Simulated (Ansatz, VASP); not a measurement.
## One calculation of Si2W3, two programs

File INCAR:

```
SYSTEM = Si2W3
  ALGO = Fast
  EDIFF = 1E-6
  ENCUT = 520
  GGA = PE
  ISIF = 2
  ISMEAR = 0
  LASPH = .TRUE.
  LCHARG = .FALSE.
  LREAL = .FALSE.
  LWAVE = .FALSE.
  NBANDS = 61
  NELM = 100
  PREC = Accurate
  SIGMA = 0.15
```

File KPOINTS:

```
k-points
0
G
  6 6 12
  0 0 0
```

File POSCAR:

```
Si2W3
1.0
    6.6300342967      0.0000000000      0.0000000000
    0.0000000000      6.6300342967      0.0000000000
    0.0000000000      0.0000000000      3.3123213826
Si W
4 6
Direct
    0.1387281020      0.6387281020      0.0000000000
    0.8702621248      0.3702621248      0.0000000000
    0.6209014817      0.8524355045      0.0000000000
    0.3524355045      0.1209014817      0.0000000000
    0.5004070225      0.5016794202      0.0000000000
    0.0016794202      0.0004070225      0.0000000000
    0.6600605161      0.1600605161      0.5000000000
    0.3410365769      0.8410365769      0.5000000000
    0.1592701262      0.3402461870      0.5000000000
    0.8402461870      0.6592701262      0.5000000000
```

Input for Ansatz:

```yaml
crystal:
  lattice:
    - [6.6300342967, 0.0, 0.0]
    - [0.0, 6.6300342967, 0.0]
    - [0.0, 0.0, 3.3123213826]
  atoms:
    - { symbol: Si, position: [0.138728102, 0.638728102, 0.0] }
    - { symbol: Si, position: [0.8702621248, 0.3702621248, 0.0] }
    - { symbol: Si, position: [0.6209014817, 0.8524355045, 0.0] }
    - { symbol: Si, position: [0.3524355045, 0.1209014817, 0.0] }
    - { symbol: W, position: [0.5004070225, 0.5016794202, 0.0] }
    - { symbol: W, position: [0.0016794202, 0.0004070225, 0.0] }
    - { symbol: W, position: [0.6600605161, 0.1600605161, 0.5] }
    - { symbol: W, position: [0.3410365769, 0.8410365769, 0.5] }
    - { symbol: W, position: [0.1592701262, 0.340246187, 0.5] }
    - { symbol: W, position: [0.840246187, 0.6592701262, 0.5] }
basis:
  ecutwfc: 420
kpoints:
  mp_grid: { grid: [6, 6, 12] }
hamiltonian:
  xc: pbe
scf:
  occupations: { method: gaussian, width: 0.15 }
output:
  forces: true
  stress: true
  eigenvalues: true
```

Change from the starting cell: mode 27 (401.4 1/cm) frozen in, largest displacement +0.125 Å.

Alike in both runs: task single point; functional PBE; k mesh 6 × 6 × 12; occupations gaussian, width 0.15 eV; no spin polarisation.

```csv
,VASP,Ansatz
version,VASP 6.6.1,Ansatz 0.2.0
potentials or method,"VASP PAW PBE potentials, release 64 (Si, W_sv), cutoff 520 eV","scalar-relativistic, plane waves, PAW"
valence electrons in the cell,100,100
```

|  | VASP | Ansatz | Ansatz less VASP |
| --- | --- | --- | --- |
| gap on the k mesh at the Fermi level (eV) | none | none | - |
| pressure (GPa) | 1.1 | 0.9 | -0.18 |
| traceless stress, the component that is largest in VASP (GPa) | 0.21 | 0.21 | 0.000 |
| rms of the force components (eV/Å) | 0.684 | 0.683 | -0.0015 |

Atom by atom the forces differ by 0.004 eV/Å (rms over components). A gap of «none» marks a metal or a gap that the smearing closes. With one functional, cell and mesh, what is left measures potentials, basis and numerics.

Spin-orbit coupling is off throughout.
